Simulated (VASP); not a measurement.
Wanted: the native input for a VASP 6.6.1 run.

| Item | Value |
| --- | --- |
| Task | single point |
| Functional | PBE |
| Potentials or basis | VASP PAW PBE potentials, release 64 (Ti_sv, Si) |
| Cutoff | 520 eV |
| k mesh | 12 × 12 × 12 |
| Occupations | gaussian, width 0.15 eV |
| Spin | no spin polarisation |
| Dipole correction | no |
| Further INCAR settings | ALGO = Normal; EDIFF = 1e-06; NBANDS = 29 |

The structure of TiSi2 lies in POSCAR:

```
TiSi2
1.0
    1.8090197936     -6.7790219553      0.0000000000
    1.8090197936      6.7790219553      0.0000000000
    0.0000000000      0.0000000000      3.6503787797
Ti Si
2 4
Direct
    0.8968075259      0.1031924741      0.7500000000
    0.1031924741      0.8968075259      0.2500000000
    0.5591373592      0.4408626408      0.7500000000
    0.4408626408      0.5591373592      0.2500000000
    0.2498287182      0.7501712818      0.7500000000
    0.7501712818      0.2498287182      0.2500000000
```

One way to write it, as run:

INCAR

```
SYSTEM = TiSi2
PREC = Accurate
ENCUT = 520
EDIFF = 1E-6
ISMEAR = 0
SIGMA = 0.15
LREAL = .False.
LASPH = .True.
NELM = 100
ALGO = Normal
ISIF = 2
LWAVE = .False.
LCHARG = .True.
GGA = PE
LELF = .True.
LVHAR = .True.
NBANDS = 29
```

KPOINTS

```
Automatic mesh
0
Gamma
  12 12 12
  0 0 0
```

Potentials or basis: VASP PAW PBE potentials, release 64 (Ti_sv, Si).

Launch:

```sh
$ cat potpaw_PBE.64/Ti_sv/POTCAR potpaw_PBE.64/Si/POTCAR > POTCAR
$ mpirun -np 1 vasp_std > vasp.out
```

It gave:

```json
{
  "Pressure": "-5.2 GPa",
  "Largest force": "0.042 eV/Å",
  "Band gap on the k mesh": "zero (band 20 reaches 10.34 eV, above the bottom of band 21 at 9.40 eV)"
}
```

Run time: 28 min on 1 thread of Oxide Virtual Turin-like Processor, on a shared host, peak memory 0.7 GiB.
